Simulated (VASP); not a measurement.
# Al32As (a cell with a defect) in VASP: notebook, part 2 of 2

VASP 6.6.1. The steps go on from the part before.

### 3 Single point, PBE+D3(BJ)

Contents of INCAR:

```
PREC = Accurate ; ENCUT = 520
EDIFF = 1E-6 ; ISMEAR = -1
SIGMA = 0.05 ; LREAL = Auto
LASPH = True ; NELM = 80
ALGO = Normal ; ISIF = 2
LWAVE = False ; LCHARG = False
GGA = PE ; IVDW = 12
NBANDS = 72
```

Contents of KPOINTS:

```
regular mesh
0
Gamma
  2 2 2
```

Contents of POSCAR:

```
Al32As
1.0
    8.1000000000      0.0000000000      0.0000000000
    0.0000000000      8.1000000000      0.0000000000
    0.0000000000      0.0000000000      8.1000000000
Al As
32 1
Direct
    0.5550740741     -0.0220987654      0.0393209877
    0.7500864198      0.2977530864     -0.0313456790
    0.7472839506      0.0635679012      0.2756296296
   -0.0141851852      0.0558395062      0.0282962963
    0.2773456790      0.2088271605      0.0331851852
    0.4625061728      0.4759382716     -0.0153950617
    0.7581111111      0.7279135802      0.0508765432
    0.2102222222     -0.0575925926      0.2702345679
    0.4953580247      0.2149629630      0.2823580247
    0.6991851852      0.4507160494      0.2352345679
    0.4839876543      0.0042716049      0.4840864198
    0.7303580247      0.2482345679      0.5225185185
    0.7492716049      0.0206790123      0.7834567901
    0.0415802469      0.4647283951      0.0324567901
    0.2728888889      0.8032592593      0.0291851852
    0.0540246914      0.1964938272      0.2603209877
    0.2439876543      0.5075061728      0.2506790123
    0.4990246914      0.7004691358      0.2634444444
    0.0241728395      0.0179753086      0.5301234568
    0.2607283951      0.2466666667      0.5132469136
    0.5287530864      0.5193333333      0.5318518519
    0.7048024691      0.7581604938      0.4556049383
    0.2233456790      0.0297407407      0.7754444444
    0.5183950617      0.2347160494      0.7370987654
    0.7450864198      0.5670123457      0.7748765432
   -0.0004074074      0.7494074074      0.2203456790
   -0.0034814815      0.4850864198      0.4470740741
    0.2336419753      0.7278888889      0.5330246914
   -0.0008518519      0.2895802469      0.7474814815
    0.2440000000      0.4810617284      0.7587283951
    0.4926419753      0.7333950617      0.7984567901
   -0.0568641975      0.7471975309      0.6326172840
    0.0262716049      0.7664074074     -0.0877530864
```

Potentials or basis: VASP PAW PBE potentials, release 64 (Al, As).

Started as:

```bash
> cat potpaw_PBE.64/Al/POTCAR potpaw_PBE.64/As/POTCAR > POTCAR
> mpirun -np 1 vasp_std > vasp.out
```

OUTCAR:

```text
PREC = Accurate
   ENCUT = 520
   EDIFF = 1E-6
   ISMEAR = -1
   LREAL = Auto
   LASPH = True
   NELM = 80
   ISIF = 2
   GGA = PE
   IVDW = 12
 IVDW          = 12

 ion  position               nearest neighbor table
   1  0.555  0.978  0.039-   3 2.56   7 2.61  13 2.62  15 2.69   9 2.79  31 2.83  18 2.92   5 2.93
                             2 3.09  24 3.23
   2  0.750  0.298  0.969-  10 2.52  25 2.69  29 2.70  13 2.70  24 2.70   6 2.74  14 2.77   4 2.78
                             1 3.09   3 3.13   9 3.34
   3  0.747  0.064  0.276-   9 2.38  12 2.50   1 2.56  16 2.71  11 2.76   4 2.78  22 2.89  19 3.07
                             2 3.13  10 3.18   7 3.27  26 3.29
   4  0.986  0.056  0.028-  16 2.27  33 2.55   5 2.67  13 2.77   2 2.78   3 2.78  23 2.82   8 2.83
                            26 2.93  29 2.96  15 3.10   7 3.24  14 3.34
   5  0.277  0.209  0.033-  23 2.58  16 2.58   6 2.66   4 2.67   9 2.68  14 2.82   1 2.93   8 2.94
                            17 3.00  24 3.10  30 3.14  15 3.29  29 3.30
   6  0.463  0.476  0.985-  30 2.55  31 2.58   5 2.66   2 2.74  10 2.80  17 2.80  24 2.84  18 2.91
                            25 2.94  15 3.09   7 3.19   9 3.22
   7  0.758  0.728  0.051-  26 2.40  33 2.46  25 2.59   1 2.61  18 2.72  10 2.74  31 2.97  14 3.14
                             6 3.19  13 3.21   4 3.24   3 3.27  22 3.32
   8  0.210  0.942  0.270-  15 2.31  26 2.35  16 2.42  19 2.66  28 2.75   4 2.83  11 2.86   5 2.94
                            18 3.05  20 3.18   9 3.20
   9  0.495  0.215  0.282-  11 2.36   3 2.38  10 2.55  20 2.68   5 2.68  12 2.73   1 2.79  17 3.13
[... 30 lines left out ...]
                            30 2.99   5 3.10   1 3.23  25 3.27
  25  0.745  0.567  0.775-  32 2.46  31 2.46   7 2.59  21 2.66   2 2.69   6 2.94  33 3.01  22 3.03
                            29 3.06  24 3.27  14 3.29  12 3.30
  26  1.000  0.749  0.220-   8 2.35   7 2.40  33 2.51  15 2.74  14 2.78  17 2.80  27 2.82   4 2.93
                            22 3.06  28 3.17   3 3.29  19 3.33
  27  0.997  0.485  0.447-  17 2.57  32 2.64  26 2.82  16 2.82  28 2.84  29 2.90  20 2.93  12 2.95
                            10 2.97  30 3.22  22 3.24
  28  0.234  0.728  0.533-  32 2.49  30 2.71   8 2.75  27 2.84  19 2.90  17 2.90  21 2.93  31 3.00
                            11 3.05  18 3.07  23 3.14  26 3.17
  29  0.999  0.290  0.747-  30 2.52   2 2.70  14 2.73  23 2.79  19 2.83  12 2.86  20 2.87  27 2.90
                             4 2.96  13 2.99  25 3.06   5 3.30
  30  0.244  0.481  0.759-  29 2.52   6 2.55  28 2.71  20 2.75  14 2.76  31 2.89  21 2.97  24 2.99
[... 219 lines left out ...]
  volume of cell :      531.44
 maximum number of plane-waves:     14400
   NGX = 31   NGY = 31   NGZ = 31

 number of electron     101.0000000 magnetization

 Free energy of the ion-electron system (eV)
  ---------------------------------------------------
  ext. energy  EPLUGINS =         0.00000000
  ---------------------------------------------------
  free energy    TOTEN  =      -115.04418510 eV

  energy without entropy =     -114.92493630  energy(sigma->0) =     -114.98456070

 E-fermi :   8.0658     XC(G=0): -10.2745

 val. band max:        8.0264857513   @ k =   0.0000   0.0000   0.0000
 cond. band min:       8.0675002565   @ k =   0.0000   0.5000   0.5000
 fundamental gap:      0.0410145052
 Fermi energy:         8.0657660021

 k-point     1 :       0.0000    0.0000    0.0000
  band No.  band energies     occupation
      1      -5.3898      2.00000
      2      -2.6994      2.00000
      3      -1.3964      2.00000
      4      -1.0828      2.00000
      5      -0.9125      2.00000
      6      -0.8380      2.00000
[... 509 lines left out ...]
     61      10.5137      0.00000
     62      10.6569      0.00000
 [bands above 62 left out]

------------------------ aborting loop because EDIFF is reached ----------------------------------------

 Edisp (eV)  -11.59241

 E8    (eV) :    -5.1808

  FORCE on cell =-STRESS in cart. coord.  units (eV):
  Direction    XX          YY          ZZ          XY          YZ          ZX
  --------------------------------------------------------------------------------------
  -------------------------------------------------------------------------------------
  Total      32.86418    16.08683    31.42333     5.63418     3.55450     8.08151
  in kB      99.07824    48.49823    94.73442    16.98581    10.71602    24.36398
  external pressure =       80.77 kB  Pullay stress =        0.00 kB

 VOLUME and BASIS-vectors are now :
 -----------------------------------------------------------------------------
  energy-cutoff  :      520.00
  volume of cell :      531.44
      direct lattice vectors                 reciprocal lattice vectors
     8.100000000  0.000000000  0.000000000     0.123456790  0.000000000  0.000000000
     0.000000000  8.100000000  0.000000000     0.000000000  0.123456790  0.000000000
     0.000000000  0.000000000  8.100000000     0.000000000  0.000000000  0.123456790

 POSITION                                       TOTAL-FORCE (eV/Angst)
 -----------------------------------------------------------------------------------
      4.49610      7.92100      0.31850        -0.915620      0.667601     -0.271046
      6.07570      2.41180      7.84610        -0.059243     -0.640219      0.136121
      6.05300      0.51490      2.23260         1.909584     -1.419955     -0.416912
      7.98510      0.45230      0.22920        -1.023541     -0.630449     -2.140209
      2.24650      1.69150      0.26880         0.532276      0.046142     -0.364523
      3.74630      3.85510      7.97530         0.687305      0.015986      0.856788
[... 25 lines left out ...]
      7.63940      6.05230      5.12420         0.471288     -0.221011     -0.046584
      0.21280      6.20790      7.38920        -1.092529     -0.588019     -1.908330
 -----------------------------------------------------------------------------------
    total drift:                               -0.004205      0.017642     -0.008497

  FREE ENERGIE OF THE ION-ELECTRON SYSTEM (eV)
  ---------------------------------------------------
  free  energy   TOTEN  =      -126.6365976285 eV

  energy  without entropy=     -126.5173488353  energy(sigma->0) =     -126.57697323
```

stdout:

```text
POSCAR found type information on POSCAR AlAs
 POSCAR found :  2 types and      33 ions
 scaLAPACK will be used
 LDA part: xc-table for (Slater+PW92), standard interpolation
 POSCAR, INCAR and KPOINTS ok, starting setup
 FFT: planning ... GRIDC
 FFT: planning ... GRID_SOFT
 FFT: planning ... GRID
 WAVECAR not read
 entering main loop
```

Wall time 2.9 min (1 thread of Intel Xeon 6975P-C (Granite Rapids), shared host); peak memory 0.56 GiB.

What came out:

```
Free energy                : -126.6366 eV
Pressure                   : 8.1 GPa
Largest force              : 3.906 eV/Å
Dispersion energy per atom : -0.351 eV
```

Forces on the atoms (eV/Å):
```
Al  -0.916  0.668 -0.271
Al  -0.059 -0.640  0.136
Al   1.910 -1.420 -0.417
Al  -1.024 -0.630 -2.140
Al   0.532  0.046 -0.365
Al   0.687  0.016  0.857
Al  -2.184 -0.096 -0.068
Al   2.432  1.460  2.168
Al  -1.785  1.785 -1.506
Al   1.269  0.381  0.683
Al  -0.193 -1.982  1.584
Al   1.599  0.701 -0.026
Al   0.388 -0.682 -0.760
Al  -1.225 -0.634 -0.637
Al   3.051 -1.147 -0.643
Al  -0.719  3.055  2.326
Al   1.153 -0.293  0.902
Al  -1.778  0.624 -1.351
Al  -0.891  0.848 -0.434
Al  -0.171  0.660 -0.005
Al  -1.310 -1.116  0.110
Al   1.306  1.097  0.498
Al   0.983 -0.238 -0.324
Al  -1.593  0.339  1.293
Al   0.170 -1.763 -0.343
Al  -0.590 -1.169  2.361
Al  -0.674 -0.562  0.451
Al   1.341  0.149 -0.403
Al  -0.682 -0.511 -0.331
Al   0.314  0.346 -0.506
Al  -0.721  1.519 -0.884
Al   0.471 -0.221 -0.047
As  -1.093 -0.588 -1.908
```

Caveat: the k points lie up to 0.39 Å⁻¹ apart.
